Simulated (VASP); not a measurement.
Wanted: the native input for a VASP 6.6.1 run.

| Item | Value |
| --- | --- |
| Task | single point |
| Functional | LDA |
| Potentials or basis | VASP PAW LDA potentials, release 64 (Si, C) |
| Cutoff | 520 eV |
| k mesh | 12 × 12 × 4 |
| Occupations | gaussian, width 0.01 eV |
| Spin | no spin polarisation |
| Dipole correction | no |
| Further INCAR settings | ALGO = Normal; EDIFF = 1e-07; NBANDS = 16 |

The structure of SiC lies in POSCAR:

```
SiC
1.0
    3.0753562516      0.0000000000      0.0000000000
   -1.5376781258      2.6633366395      0.0000000000
    0.0000000000      0.0000000000      5.0481081077
Si C
2 2
Direct
    0.3333333333      0.6666666667     -0.0004084095
    0.6666666667      0.3333333333      0.4995915905
    0.3333333333      0.6666666667      0.3754084095
    0.6666666667      0.3333333333      0.8754084095
```

These files were run (other wordings do the same):

INCAR

```
SYSTEM = SiC
ALGO = Normal ; EDIFF = 1E-7
ENCUT = 520 ; GGA = CA
ISIF = 2 ; ISMEAR = 0
LASPH = .TRUE. ; LCHARG = .FALSE.
LREAL = .FALSE. ; LWAVE = .FALSE.
NBANDS = 16 ; NELM = 100
PREC = Accurate ; SIGMA = 0.01
```

KPOINTS

```
k-points
0
G
  12 12 4
  0 0 0
```

Potentials or basis: VASP PAW LDA potentials, release 64 (Si, C).

Command:

```sh
$ cat potpaw_LDA.64/Si/POTCAR potpaw_LDA.64/C/POTCAR > POTCAR
$ mpirun -np 1 vasp_std > vasp.out
```

It gave:

```yaml
Pressure: -3.8 GPa
Band_gap_on_the_k_mesh: 2.15 eV, indirect (least direct gap 3.88 eV)
```

Run time: 27 s on 1 thread of Intel(R) Xeon(R) Platinum 8259CL CPU @ 2.50GHz (Skylake/Cascade Lake), with other jobs on the host, peak memory 0.15 GiB.
